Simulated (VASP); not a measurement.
Here is a VASP 6.6.1 calculation.

Contents of INCAR:

```
PREC = Accurate
ENCUT = 520
EDIFF = 1E-7
ISMEAR = 0
SIGMA = 0.15
LREAL = F
LASPH = T
NELM = 100
ALGO = Fast
ISIF = 2
LWAVE = F
LCHARG = F
GGA = PS
NBANDS = 14
```

KPOINTS

```
regular mesh
0
Gamma
  16 16 16
```

Contents of POSCAR:

```
TiAl
1.0
    3.3062265600      0.0000000000      0.0000000000
    0.0000000000      3.3062265600      0.0000000000
    0.0000000000      0.0000000000      3.4333891200
Ti Al
1 1
Direct
    0.0000000000      0.0000000000      0.0000000000
    0.5000000000      0.5000000000      0.5000000000
```

Potentials or basis: VASP PAW PBE potentials, release 64 (Ti_sv, Al).

Command:

```bash
$ cat potpaw_PBE.64/Ti_sv/POTCAR potpaw_PBE.64/Al/POTCAR > POTCAR
$ mpirun -np 1 vasp_std > vasp.out
```

(1) Predict the band gap on the k mesh.

(2) Estimate the pressure.

## Answers

(1) zero (an odd number of electrons rules out a gap without spin polarisation).

(2) -14.5 GPa.

Caveat: the cell differs from its parent crystal (strain +0.040 along x and y, +0.080 along z); the cell stands under tension; the PAW data sets were made with another functional, which shifts forces and pressure a little.
